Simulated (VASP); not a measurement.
Wanted: the native input for a VASP 6.6.1 run.

```
Task                   : electric field gradients
Functional             : PBE
Potentials or basis    : VASP PAW PBE potentials, release 64 (As)
Cutoff                 : 520 eV
k mesh                 : 4 × 4 × 4
Occupations            : fermi-dirac, width 0.05 eV
Spin                   : no spin polarisation
Dipole correction      : no
Further INCAR settings : ALGO = Normal; EDIFF = 1e-08; NBANDS = 12
```

The structure of As lies in POSCAR:

```
As
1.0
    1.8797494575      1.0852738553      3.4857700000
   -1.8797494575      1.0852738553      3.4857700000
    0.0000000000     -2.1705477106      3.4857700000
As
2
Direct
    0.2275400000      0.2275400000      0.2275400000
    0.7724600000      0.7724600000      0.7724600000
```

One way to write it, as run:

INCAR

```
SYSTEM = As
ALGO = Normal ; EDIFF = 1E-8
ENCUT = 520 ; GGA = PE
ISIF = 2 ; ISMEAR = -1
LASPH = .True. ; LCHARG = .False.
LEFG = .True. ; LREAL = .False.
LWAVE = .False. ; NBANDS = 12
NELM = 60 ; PREC = Accurate
SIGMA = 0.05
```

KPOINTS

```
k-points
0
Gamma
  4 4 4
  0 0 0
```

Potentials or basis: VASP PAW PBE potentials, release 64 (As).

The run is started by

```sh
$ cat potpaw_PBE.64/As/POTCAR > POTCAR
$ mpirun -np 1 vasp_std > vasp.out
```

It gave:

```
Pressure               : 3.9 GPa
Largest force          : 0.081 eV/Å
Band gap on the k mesh : 0.08 eV, direct
```

Caveat: the k points lie up to 0.51 Å⁻¹ apart; without QUAD_EFG the Cq values of the log hold for a quadrupole moment of 1 mb, not for the nuclei.

Run time: 7.3 s on 1 thread of Intel(R) Xeon(R) Platinum 8488C (Sapphire Rapids) (shared host), peak memory 0.17 GiB.
